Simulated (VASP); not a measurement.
# GaAs (gwl) (F-43m) in VASP: single point with LDA

Aim: the single point of GaAs (gwl) with LDA.

Everything below comes from runs of VASP 6.6.1. Logs are shortened: lines on timing, memory, paths and dates and some standing lists are left out, and cuts for length are marked.

## (1) The cell of the first run

It takes space group F-43m (No. 216, cubic). The conventional cell has a = 5.603 Å, b = 5.603 Å, c = 5.603 Å, α = 90.00°, β = 90.00°, γ = 90.00°. Ga (site symmetry -43m) has 4 As at 2.43 Å within 3.2 Å. Within 3.2 Å of As (site symmetry -43m) lie 4 Ga at 2.43 Å.

## (2) Single point, LDA

The input, INCAR:

```
  PREC = Accurate
  ENCUT = 500
  EDIFF = 1E-6
  ISMEAR = 0
  SIGMA = 0.01
  LREAL = False
  LASPH = True
  NELM = 120
  ALGO = Normal
  ISIF = 2
  LWAVE = False
  LCHARG = False
  GGA = CA
  NBANDS = 16
  GGA_COMPAT = False
```

The input, KPOINTS:

```
Automatic mesh
0
Gamma
  4 4 4
```

The input, POSCAR:

```
GaAs
1.0
    0.0000000000      2.8016907859      2.8016907859
    2.8016907859      0.0000000000      2.8016907859
    2.8016907859      2.8016907859      0.0000000000
Ga As
1 1
Direct
    0.0000000000      0.0000000000      0.0000000000
    0.7500000000      0.7500000000      0.7500000000
```

Potentials or basis: VASP PAW LDA potentials, release 64 (Ga_d, As).

The run is started by

```sh
$ cat potpaw_LDA.64/Ga_d/POTCAR potpaw_LDA.64/As/POTCAR > POTCAR
$ mpirun -np 1 vasp_std > vasp.out
```

OUTCAR:

```text
PREC = Accurate
   ENCUT = 500
   EDIFF = 1E-6
   ISMEAR = 0
   LREAL = False
   LASPH = True
   NELM = 120
   ISIF = 2
   GGA = CA

 ion  position               nearest neighbor table
   1  0.000  0.000  0.000-   2 2.43   2 2.43   2 2.43   2 2.43
   2  0.750  0.750  0.750-   1 2.43   1 2.43   1 2.43   1 2.43

  LATTYP: Found a face centered cubic cell.
 ALAT       =     5.6033815718

  Lattice vectors:

 A1 = (   0.0000000000,   2.8016907859,   2.8016907859)
 A2 = (   2.8016907859,   0.0000000000,   2.8016907859)
 A3 = (   2.8016907859,   2.8016907859,   0.0000000000)

Analysis of symmetry for initial positions (statically):
=====================================================================
 Subroutine PRICEL returns:
 Original cell was already a primitive cell.

 Routine SETGRP: Setting up the symmetry group for a
 face centered cubic supercell.

 Subroutine GETGRP returns: Found 24 space group operations
 (whereof 24 operations were pure point group operations)
 out of a pool of 48 trial point group operations.

The static configuration has the point symmetry T_d .

Analysis of symmetry for dynamics (positions and initial velocities):
=====================================================================
 Subroutine PRICEL returns:
 Original cell was already a primitive cell.

 Routine SETGRP: Setting up the symmetry group for a
 face centered cubic supercell.

 Subroutine GETGRP returns: Found 24 space group operations
 (whereof 24 operations were pure point group operations)
 out of a pool of 48 trial point group operations.

The dynamic configuration has the point symmetry T_d .

 Subroutine INISYM returns: Found 24 space group operations
 (whereof 24 operations are pure point group operations),
 and found     1 'primitive' translations

----------------------------------------------------------------------------------------

                                     Primitive cell

  volume of cell :      43.9836

  direct lattice vectors                    reciprocal lattice vectors
     0.000000000  2.801690786  2.801690786    -0.178463663  0.178463663  0.178463663
     2.801690786  0.000000000  2.801690786     0.178463663 -0.178463663  0.178463663
     2.801690786  2.801690786  0.000000000     0.178463663  0.178463663 -0.178463663

  length of vectors
     3.962189107  3.962189107  3.962189107     0.309108131  0.309108131  0.309108131
[... 62 lines left out ...]
   ENCUT  =  500.0 eV  36.75 Ry    6.06 a.u.   7.22  7.22  7.22*2*pi/ulx,y,z
   NELM   =    120;   NELMIN=  2; NELMDL= -5     # of ELM steps
   EDIFF  = 0.1E-05   stopping-criterion for ELM
   LREAL  =      F    real-space projection
   EDIFFG = 0.1E-04   stopping-criterion for IOM
   NSW    =      0    number of steps for IOM
   IBRION =     -1    ionic relax: 0-MD 1-quasi-New 2-CG
   NFREE  =      0    steps in history (QN), initial steepest desc. (CG)
   ISIF   =      2    stress and relaxation
   ISYM   =      2    0-nonsym 1-usesym 2-fastsym
   POTIM  = 0.5000    time-step for ionic-motion
   TEBEG  =    0.0;   TEEND  =   0.0 temperature during run
   PSTRESS=    0.0 pullay stress
   NELECT =      18.0000    total number of electrons
   NUPDOWN=      -1.0000    fix difference up-down
   EMIN   =  10.00;   EMAX   =-10.00  energy-range for DOS
   EFERMI =   0.00;   METHOD = LEGACY
   ISMEAR =     0;   SIGMA  =   0.01  broadening in eV -4-tet -1-fermi 0-gaus
   EFERMI_NEDOS =   21; number of points for ismear=-14 and -15
   IALGO  =     38    algorithm
   IMIX   =      4    mixing-type and parameters
     AMIX     =   0.40;   BMIX     =  1.00
     AMIX_MAG =   1.60;   BMIX_MAG =  1.00
  volume/ion in A,a.u.               =      21.99       148.41
  Fermi-wavevector in a.u.,A,eV,Ry     =   1.215445  2.296859 20.099990  1.477308
  Thomas-Fermi vector in A             =   2.350832
   LORBIT       =      0    0 simple, 1 ext, 2 COOP (PROOUT), +10 PAW based schemes
   GGA     = CA    functional components
   LHFCALC =     F    Hartree Fock is set to
   AEXX    =    0.0000 exact exchange contribution
   IVDW    =     0    specifies the selected vdW correction
   LEPSILON=     F    determine dielectric tensor
   LRPA    =     F    only Hartree local field effects (RPA)
 non-spin polarized calculation
 Gauss-broadening in eV      SIGMA  =   0.01
  energy-cutoff  :      500.00
  volume of cell :       43.98
 maximum number of plane-waves:      1139
 NGX is ok and might be reduce to    30
   NGX = 15   NGY = 15   NGZ = 15

 number of electron      18.0000013 magnetization

 Free energy of the ion-electron system (eV)
  ---------------------------------------------------
  ext. energy  EPLUGINS =         0.00000000
  ---------------------------------------------------
  free energy    TOTEN  =        -9.44918839 eV

  energy without entropy =       -9.44918839  energy(sigma->0) =       -9.44918839

 E-fermi :   4.2254     XC(G=0): -10.0159

 val. band max:        4.1132836171   @ k =   0.0000   0.0000   0.0000
 cond. band min:       4.6291958948   @ k =   0.0000   0.0000   0.0000
 fundamental gap:      0.5159122778
 Fermi energy:         4.2254302706

 k-point     1 :       0.0000    0.0000    0.0000
  band No.  band energies     occupation
      1     -10.9268      2.00000
      2     -10.9268      2.00000
      3     -10.9268      2.00000
      4     -10.8437      2.00000
      5     -10.8437      2.00000
      6      -8.8534      2.00000
[... 129 lines left out ...]
      3     -10.8795      2.00000
      4     -10.8555      2.00000
      5     -10.8395      2.00000
      6      -6.1481      2.00000
[... 8 lines left out ...]
     15      16.4168      0.00000
     16      17.4704      0.00000

------------------------ aborting loop because EDIFF is reached ----------------------------------------

  FORCE on cell =-STRESS in cart. coord.  units (eV):
  Direction    XX          YY          ZZ          XY          YZ          ZX
  --------------------------------------------------------------------------------------
  -------------------------------------------------------------------------------------
  Total        0.1563102      0.1563102      0.1563102      0.0000000      0.0000000     -0.0000000
  in kB        5.6938676      5.6938676      5.6938676      0.0000000      0.0000000     -0.0000000
  external PRESSURE =       5.6938676 kB  Pullay stress =       0.0000000 kB

 VOLUME and BASIS-vectors are now :
 -----------------------------------------------------------------------------
  energy-cutoff  :      500.00
  volume of cell :       43.98
      direct lattice vectors                 reciprocal lattice vectors
     0.000000000  2.801690786  2.801690786    -0.178463663  0.178463663  0.178463663
     2.801690786  0.000000000  2.801690786     0.178463663 -0.178463663  0.178463663
     2.801690786  2.801690786  0.000000000     0.178463663  0.178463663 -0.178463663

 POSITION                                       TOTAL-FORCE (eV/Angst)
 -----------------------------------------------------------------------------------
      0.00000      0.00000      0.00000        -0.000000     -0.000000     -0.000000
      4.20254      4.20254      4.20254         0.000000      0.000000      0.000000
 -----------------------------------------------------------------------------------
    total drift:                                0.000000      0.000000      0.000000

  FREE ENERGIE OF THE ION-ELECTRON SYSTEM (eV)
  ---------------------------------------------------
  free  energy   TOTEN  =        -9.4491883866 eV

  energy  without entropy=       -9.4491883866  energy(sigma->0) =       -9.44918839
```

stdout:

```text
POSCAR found type information on POSCAR GaAs
 POSCAR found :  2 types and       2 ions
 scaLAPACK will be used
 LDA part: xc-table for (Slater(with rela. corr.)+CA(PZ))
 , standard interpolation
 POSCAR, INCAR and KPOINTS ok, starting setup
 FFT: planning ... GRIDC
 FFT: planning ... GRID_SOFT
 FFT: planning ... GRID
 WAVECAR not read
 entering main loop
```

It took 9.2 s on 1 thread of Intel Xeon Platinum 8488C (Sapphire Rapids), shared host; peak memory 0.14 GiB.

Results:

- Free energy: -9.4492 eV
- Pressure: 0.6 GPa
- Band gap on the k mesh: 0.52 eV, direct

Caveat: the k points lie up to 0.49 Å⁻¹ apart.
